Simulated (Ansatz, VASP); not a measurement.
## Two plane-wave programs on W

```
W
1.0
     0.00000    2.00858    2.00858
     2.00858    0.00000    2.00858
     2.00858    2.00858    0.00000
W
1
Direct
  0.00000 0.00000 0.00000
```

Alike in both runs: task single point; functional r2SCAN; k mesh 28 × 28 × 28; occupations gaussian, width 0.15 eV; no spin polarisation.

```csv
,VASP,Ansatz
version,VASP 6.6.1,Ansatz 0.2.0
potentials or method,"VASP PAW PBE potentials, release 64 (W_sv), cutoff 520 eV","scalar-relativistic, plane waves, PAW"
valence electrons in the cell,14,14
```

VASP gave:

```
gap on the k mesh at the Fermi level (eV) : none
pressure (GPa)                            : 1.1
```

Problem. What did Ansatz give for the same quantities?

Solution. gap on the k mesh at the Fermi level (eV): none; pressure (GPa): 0.0.

VASP's potentials were made for PBE, not for r2SCAN. A gap of «none» marks a metal or a gap that the smearing closes.

Neither program's run includes spin-orbit coupling.
